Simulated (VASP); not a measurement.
GaN: single point with RPBE+D4

GaN:

```
Ga N
1.0
     0.00000    2.09804    2.09804
     2.09804    0.00000    2.09804
     2.09804    2.09804    0.00000
Ga N
1 1
Cartesian
  2.0980 2.0980 2.0980
  0.0000 0.0000 0.0000
```

```
Program                : VASP 6.6.1
Task                   : single point
Functional             : RPBE
Dispersion             : D4
Potentials or basis    : VASP PAW PBE potentials, release 64 (Ga_d, N)
Cutoff                 : 520 eV
k mesh                 : 10 × 10 × 10
Occupations            : gaussian, width 0.05 eV
Spin                   : no spin polarisation
Dipole correction      : no
Further INCAR settings : ALGO = Normal; EDIFF = 1e-06; NBANDS = 16
```

The pressure is 0.9 GPa, the band gap on the k mesh is 0.86 eV, indirect (least direct gap 3.04 eV) and the dispersion energy per atom is -0.972 eV.

Levels at points of the mesh, in eV from the valence-band top:
```tsv
k point	band 5	band 6	band 7	band 8	band 9	band 10	band 11	band 12	band 13	band 14
(0.00, 0.00, 0.00)	-13.86	-13.86	-0.50	-0.50	-0.50	2.54	14.88	14.88	14.88	16.24
(0.50, 0.00, 0.00)	-13.72	-13.72	-8.31	-0.15	-0.15	4.84	9.32	9.32	9.84	16.64
(0.50, 0.50, 0.00)	-13.66	-10.96	-7.25	-3.08	-3.08	0.86	7.88	12.26	14.93	14.93
```

Run time: 17 s on 1 thread of Intel Xeon 8259CL (shared host), peak memory 0.14 GiB.

Caveat: the PAW data sets were made with another functional, which shifts forces and pressure a little. A k mesh can miss the band edges.
